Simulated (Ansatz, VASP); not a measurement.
## One calculation of TiC, two programs

INCAR

```
ALGO = Normal ; EDIFF = 1E-6
ENCUT = 520 ; GGA = PS
ISIF = 2 ; ISMEAR = -1
LASPH = T ; LCHARG = F
LREAL = F ; LWAVE = F
NBANDS = 15 ; NELM = 80
PREC = Accurate ; SIGMA = 0.03
```

KPOINTS

```
k-points
0
Gamma
  16 16 16
```

The input POSCAR:

```
TiC
1.0
    0.0000000000      2.1198243393      2.1198243393
    2.1198243393      0.0000000000      2.1198243393
    2.1198243393      2.1198243393      0.0000000000
Ti C
1 1
Direct
    0.0000000000      0.0000000000      0.0000000000
    0.5000000000      0.5000000000      0.5000000000
```

Input for Ansatz:

```yaml
crystal:
  lattice:
    - [0.0, 2.1198243393, 2.1198243393]
    - [2.1198243393, 0.0, 2.1198243393]
    - [2.1198243393, 2.1198243393, 0.0]
  atoms:
    - { symbol: Ti, position: [0.0, 0.0, 0.0] }
    - { symbol: C, position: [0.5, 0.5, 0.5] }
kpoints:
  mp_grid: { grid: [16, 16, 16] }
  band_path:
    path:
      - [0.0, 0.0, 0.0]
      - [0.5, 0.0, 0.5]
      - [0.625, 0.25, 0.625]
      - [0.375, 0.375, 0.75]
      - [0.0, 0.0, 0.0]
      - [0.5, 0.5, 0.5]
      - [0.5, 0.25, 0.75]
      - [0.5, 0.0, 0.5]
    npoints: 5
scf:
  occupations: { method: fermi_dirac, width: 0.03 }
hamiltonian:
  xc: pbesol
  pseudopotentials: { kind: all_electron, lapw: { basis_error: 0.001 } }
output:
  forces: true
  stress: true
  eigenvalues: true
```

Change from the starting cell: volume scaled by 0.94.

Alike in both runs: task single point; functional PBEsol; k mesh 16 × 16 × 16; occupations fermi-dirac, width 0.03 eV; no spin polarisation.

```csv
,VASP,Ansatz
version,VASP 6.6.1,Ansatz 0.2.0
potentials or method,"VASP PAW PBE potentials, release 64 (Ti_sv, C), cutoff 520 eV","all-electron LAPW, scalar-relativistic"
```

|  | VASP | Ansatz | Ansatz less VASP |
| --- | --- | --- | --- |
| pressure (GPa) | 10.9 | 10.8 | -0.07 |

VASP's potentials were made for PBE, not for PBEsol. Ansatz ran all-electron here, and VASP with PAW potentials.
